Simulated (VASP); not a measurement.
# GaW2 (P6/mmm) in VASP: notebook

Runs on GaW2. Level: PBE. Tasks: single point, relaxation of cell and atoms.

All numbers are computed with VASP 6.6.1; they aren't measurements. Logs are shortened: lines on timing, memory, paths and dates and some standing lists are left out, and cuts for length are marked.

### Step 1. The cell of the first run

The structure is hexagonal, space group P6/mmm (No. 191). Conventional cell: a = 4.585 Å, b = 4.585 Å, c = 2.696 Å, α = 90.00°, β = 90.00°, γ = 120.00°. Within 3.6 Å of Ga (site symmetry 6/mmm) lie 2 Ga at 2.70 Å and 12 W at 2.97 Å. W (site symmetry -6m2) has 5 W at 2.65 to 2.70 Å and 6 Ga at 2.97 Å within 3.5 Å.

### Step 2. Single point, PBE

INCAR reads:

```
SYSTEM = GaW2
PREC = Accurate ; ENCUT = 520
EDIFF = 1E-6 ; ISMEAR = 0
SIGMA = 0.1 ; LREAL = .False.
LASPH = .True. ; NELM = 60
ALGO = Fast ; ISIF = 2
LWAVE = .False. ; LCHARG = .False.
GGA = PE ; NBANDS = 28
```

KPOINTS reads:

```
Automatic mesh
0
Gamma
  12 12 18
  0 0 0
```

POSCAR reads:

```
GaW2
1.0
    4.5853078352      0.0000000000      0.0000000000
   -2.2926539176      3.9709930695      0.0000000000
    0.0000000000      0.0000000000      2.6963752965
Ga W
1 2
Direct
    0.0000000000      0.0000000000      0.0000000000
    0.3333333333      0.6666666667      0.5000000000
    0.6666666667      0.3333333333      0.5000000000
```

Potentials or basis: VASP PAW PBE potentials, release 64 (Ga_d, W_sv).

On the command line:

```sh
> cat potpaw_PBE.64/Ga_d/POTCAR potpaw_PBE.64/W_sv/POTCAR > POTCAR
> mpirun -np 1 vasp_std > vasp.out
```

OUTCAR:

```text
SYSTEM = GaW2
   PREC = Accurate
   ENCUT = 520
   EDIFF = 1E-6
   ISMEAR = 0
   LREAL = .False.
   LASPH = .True.
   NELM = 60
   ISIF = 2
   GGA = PE

 ion  position               nearest neighbor table
   1  0.000  0.000  0.000-   2 2.97   3 2.97   2 2.97   3 2.97   3 2.97   3 2.97   2 2.97   2 2.97
                             3 2.97   3 2.97   2 2.97   2 2.97
   2  0.333  0.667  0.500-   3 2.65   3 2.65   3 2.65   1 2.97   1 2.97   1 2.97   1 2.97   1 2.97
                             1 2.97
   3  0.667  0.333  0.500-   2 2.65   2 2.65   2 2.65   1 2.97   1 2.97   1 2.97   1 2.97   1 2.97
                             1 2.97

  LATTYP: Found a hexagonal cell.
 ALAT       =     4.5853078352
 C/A-ratio  =     0.5880467339

  Lattice vectors:

 A1 = (   4.5853078352,   0.0000000000,   0.0000000000)
 A2 = (  -2.2926539176,   3.9709930695,   0.0000000000)
 A3 = (   0.0000000000,   0.0000000000,   2.6963752965)

Analysis of symmetry for initial positions (statically):
=====================================================================
 Subroutine PRICEL returns:
 Original cell was already a primitive cell.

 Routine SETGRP: Setting up the symmetry group for a
 hexagonal supercell.

 Subroutine GETGRP returns: Found 24 space group operations
 (whereof 24 operations were pure point group operations)
 out of a pool of 24 trial point group operations.

The static configuration has the point symmetry D_6h.

Analysis of symmetry for dynamics (positions and initial velocities):
=====================================================================
 Subroutine PRICEL returns:
 Original cell was already a primitive cell.

 Routine SETGRP: Setting up the symmetry group for a
 hexagonal supercell.

 Subroutine GETGRP returns: Found 24 space group operations
 (whereof 24 operations were pure point group operations)
 out of a pool of 24 trial point group operations.

The dynamic configuration has the point symmetry D_6h.

 Subroutine INISYM returns: Found 24 space group operations
 (whereof 24 operations are pure point group operations),
 and found     1 'primitive' translations

----------------------------------------------------------------------------------------

                                     Primitive cell

  volume of cell :      49.0962

  direct lattice vectors                    reciprocal lattice vectors
     4.585307835  0.000000000  0.000000000     0.218087866  0.125913088  0.000000000
    -2.292653918  3.970993069  0.000000000     0.000000000  0.251826176  0.000000000
     0.000000000  0.000000000  2.696375296     0.000000000  0.000000000  0.370868255

  length of vectors
     4.585307835  4.585307835  2.696375296     0.251826176  0.251826176  0.370868255

  position of ions in fractional coordinates (direct lattice)
     0.000000000  0.000000000  0.000000000
     0.333333333  0.666666667  0.500000000
     0.666666667  0.333333333  0.500000000

  ion indices of the primitive-cell ions
   primitive index   ion index
                 1           1
                 2           2
                 3           3

----------------------------------------------------------------------------------------

 KPOINTS: Automatic mesh

Automatic generation of k-mesh.
 Grid dimensions read from file:
 generate k-points for:   12   12   18

 Generating k-lattice:

  Cartesian coordinates                     Fractional coordinates (reciprocal lattice)
     0.018173989  0.010492757  0.000000000     0.083333333 -0.000000000  0.000000000
     0.000000000  0.020985515  0.000000000     0.000000000  0.083333333  0.000000000
     0.000000000  0.000000000  0.020603792     0.000000000  0.000000000  0.055555556

  Length of vectors
     0.020985515  0.020985515  0.020603792

  Shift w.r.t. Gamma in fractional coordinates (k-lattice)
     0.000000000  0.000000000  0.000000000

 Subroutine IBZKPT returns following result:
 ===========================================

 Found    190 irreducible k-points:

 Following reciprocal coordinates:
            Coordinates               Weight
  0.000000  0.000000  0.000000      1.000000
  0.083333 -0.000000  0.000000      6.000000
  0.166667  0.000000  0.000000      6.000000
  0.250000 -0.000000  0.000000      6.000000
  0.333333  0.000000  0.000000      6.000000
  0.416667  0.000000  0.000000      6.000000
[... 16 lines left out ...]
  0.250000 -0.000000  0.055556     12.000000
  0.333333  0.000000  0.055556     12.000000
 [... further k-points ...]
   k-points           NKPTS =    190   k-points in BZ     NKDIM =    190   number of bands    NBANDS=     28
   number of dos      NEDOS =    301   number of ions     NIONS =      3
   total plane-waves  NPLWV =  25920
   dimension x,y,z NGX =    36 NGY =   36 NGZ =   20
   dimension x,y,z NGXF=    72 NGYF=   72 NGZF=   40
   ions per type =               1   2
   NGX,Y,Z   is equivalent  to a cutoff of  13.05, 13.05, 12.33 a.u.
   NGXF,Y,Z  is equivalent  to a cutoff of  26.10, 26.10, 24.66 a.u.
 SYSTEM =  GaW2
   PREC   = accura    normal or accurate (medium, high low for compatibility)
   ISTART =      0    job   : 0-new  1-cont  2-samecut
   ICHARG =      2    charge: 1-file 2-atom 10-const
   ISPIN  =      1    spin polarized calculation?
   LNONCOLLINEAR =      F non collinear calculations
   LSORBIT =      F    spin-orbit coupling
   LASPH  =      T    aspherical Exc in radial PAW
   ENCUT  =  520.0 eV  38.22 Ry    6.18 a.u.   8.53  8.53  5.01*2*pi/ulx,y,z
   NELM   =     60;   NELMIN=  2; NELMDL= -5     # of ELM steps
   EDIFF  = 0.1E-05   stopping-criterion for ELM
   LREAL  =      F    real-space projection
   EDIFFG = 0.1E-04   stopping-criterion for IOM
   NSW    =      0    number of steps for IOM
   IBRION =     -1    ionic relax: 0-MD 1-quasi-New 2-CG
   NFREE  =      0    steps in history (QN), initial steepest desc. (CG)
   ISIF   =      2    stress and relaxation
   ISYM   =      2    0-nonsym 1-usesym 2-fastsym
   POTIM  = 0.5000    time-step for ionic-motion
   TEBEG  =    0.0;   TEEND  =   0.0 temperature during run
   PSTRESS=    0.0 pullay stress
   NELECT =      41.0000    total number of electrons
   NUPDOWN=      -1.0000    fix difference up-down
   EMIN   =  10.00;   EMAX   =-10.00  energy-range for DOS
   EFERMI =   0.00;   METHOD = LEGACY
   ISMEAR =     0;   SIGMA  =   0.10  broadening in eV -4-tet -1-fermi 0-gaus
   EFERMI_NEDOS =   21; number of points for ismear=-14 and -15
   IALGO  =     68    algorithm
   IMIX   =      4    mixing-type and parameters
     AMIX     =   0.40;   BMIX     =  1.00
     AMIX_MAG =   1.60;   BMIX_MAG =  1.00
  volume/ion in A,a.u.               =      16.37       110.44
  Fermi-wavevector in a.u.,A,eV,Ry     =   1.541654  2.913303 32.336909  2.376696
  Thomas-Fermi vector in A             =   2.647569
   LORBIT       =      0    0 simple, 1 ext, 2 COOP (PROOUT), +10 PAW based schemes
   GGA     = PE    functional components
   LHFCALC =     F    Hartree Fock is set to
   AEXX    =    0.0000 exact exchange contribution
   IVDW    =     0    specifies the selected vdW correction
   LEPSILON=     F    determine dielectric tensor
   LRPA    =     F    only Hartree local field effects (RPA)
 non-spin polarized calculation
 RMM-DIIS sequential band-by-band and
 Gauss-broadening in eV      SIGMA  =   0.10
  energy-cutoff  :      520.00
  volume of cell :       49.10
 maximum number of plane-waves:      1354
 NGX is ok and might be reduce to    36
   NGX = 17   NGY = 17   NGZ = 11

 number of electron      41.0000003 magnetization

 Free energy of the ion-electron system (eV)
  ---------------------------------------------------
  ext. energy  EPLUGINS =         0.00000000
  ---------------------------------------------------
  free energy    TOTEN  =       -27.06782171 eV

  energy without entropy =      -27.05406322  energy(sigma->0) =      -27.06094247

 E-fermi :   9.9047     XC(G=0): -12.8763

 val. band max:        9.9021534598   @ k =   0.2500  -0.0000   0.5000
 cond. band min:       9.9117321572   @ k =   0.0833  -0.0000   0.3889
 fundamental gap:      0.0095786973
 Fermi energy:         9.9047373828

 k-point     1 :       0.0000    0.0000    0.0000
  band No.  band energies     occupation
      1     -64.2499      2.00000
      2     -64.1148      2.00000
      3     -28.8042      2.00000
      4     -28.8042      2.00000
      5     -28.1232      2.00000
      6     -28.0073      2.00000
[... 20 lines left out ...]
     27      14.4149      0.00000
     28      16.8186      0.00000

 k-point     2 :       0.0833   -0.0000    0.0000
  band No.  band energies     occupation
      1     -64.2479      2.00000
      2     -64.1169      2.00000
      3     -28.8091      2.00000
      4     -28.7946      2.00000
      5     -28.1207      2.00000
      6     -28.0177      2.00000
[... 20 lines left out ...]
     27      14.1348      0.00000
     28      17.0905      0.00000

 k-point     3 :       0.1667    0.0000    0.0000
  band No.  band energies     occupation
      1     -64.2420      2.00000
      2     -64.1228      2.00000
      3     -28.8223      2.00000
      4     -28.7669      2.00000
      5     -28.1134      2.00000
      6     -28.0476      2.00000
[... 20 lines left out ...]
     27      13.6296      0.00000
     28      17.3477      0.00000

 k-point     4 :       0.2500   -0.0000    0.0000
  band No.  band energies     occupation
      1     -64.2329      2.00000
      2     -64.1321      2.00000
      3     -28.8396      2.00000
      4     -28.7252      2.00000
      5     -28.1022      2.00000
      6     -28.0924      2.00000
[... 578 lines left out ...]
     27      13.8240      0.00000
     28      17.3768      0.00000

 k-point    23 :       0.2500   -0.0000    0.0556
  band No.  band energies     occupation
      1     -64.2307      2.00000
      2     -64.1300      2.00000
      3     -28.8356      2.00000
      4     -28.7214      2.00000
      5     -28.1359      2.00000
      6     -28.0889      2.00000
[... 20 lines left out ...]
     27      13.4693      0.00000
     28      17.5437      0.00000

 k-point    24 :       0.3333    0.0000    0.0556
  band No.  band energies     occupation
      1     -64.2194      2.00000
      2     -64.1414      2.00000
      3     -28.8521      2.00000
      4     -28.6731      2.00000
      5     -28.1416      2.00000
      6     -28.1204      2.00000
[... 20 lines left out ...]
     27      14.1165      0.00000
     28      17.8877      0.00000

 [... further k-points ...]
[... 5 lines left out ...]
  --------------------------------------------------------------------------------------
  -------------------------------------------------------------------------------------
  Total        0.1407511      0.1407511      0.1361057      0.0000000      0.0000000      0.0000000
  in kB        4.5931893      4.5931893      4.4415946      0.0000000      0.0000000      0.0000000
  external PRESSURE =       4.5426577 kB  Pullay stress =       0.0000000 kB

 VOLUME and BASIS-vectors are now :
 -----------------------------------------------------------------------------
  energy-cutoff  :      520.00
  volume of cell :       49.10
      direct lattice vectors                 reciprocal lattice vectors
     4.585307835  0.000000000  0.000000000     0.218087866  0.125913088  0.000000000
    -2.292653918  3.970993069  0.000000000     0.000000000  0.251826176  0.000000000
     0.000000000  0.000000000  2.696375296     0.000000000  0.000000000  0.370868255

 POSITION                                       TOTAL-FORCE (eV/Angst)
 -----------------------------------------------------------------------------------
      0.00000      0.00000      0.00000         0.000000      0.000000      0.000000
     -0.00000      2.64733      1.34819         0.000000     -0.000000      0.000000
      2.29265      1.32366      1.34819        -0.000000      0.000000      0.000000
 -----------------------------------------------------------------------------------
    total drift:                                0.000000      0.000000     -0.000000

  FREE ENERGIE OF THE ION-ELECTRON SYSTEM (eV)
  ---------------------------------------------------
  free  energy   TOTEN  =       -27.0678217093 eV

  energy  without entropy=      -27.0540632222  energy(sigma->0) =      -27.06094247
```

Wall time 3.1 min (1 thread of Intel Xeon Platinum 8488C (Sapphire Rapids), shared host); peak memory 0.34 GiB.

Results:

| Property | Result |
| --- | --- |
| Free energy | -27.0678 eV |
| Pressure | 0.5 GPa |
| Band gap on the k mesh | zero (an odd number of electrons rules out a gap without spin polarisation) |

Levels at points of the mesh, in eV from the Fermi level:
| k point | band 17 | band 18 | band 19 | band 20 | band 21 | band 22 | band 23 | band 24 |
| --- | --- | --- | --- | --- | --- | --- | --- | --- |
| (0.00, 0.00, 0.00) | -4.23 | -3.44 | -1.53 | -1.53 | 0.24 | 1.26 | 1.26 | 3.46 |
| (0.50, 0.00, 0.00) | -3.68 | -3.44 | -2.89 | -1.56 | 0.97 | 1.32 | 1.44 | 2.52 |
| (0.00, 0.00, 0.50) | -4.17 | -2.12 | -2.12 | -0.81 | -0.81 | -0.12 | -0.12 | 2.60 |
| (0.50, 0.00, 0.50) | -3.38 | -2.70 | -1.86 | -1.86 | 0.10 | 1.00 | 2.45 | 2.63 |

Caveat: spin-orbit coupling is left out, which moves the levels of the heavy elements.

(Continued in part 2 of 2.)
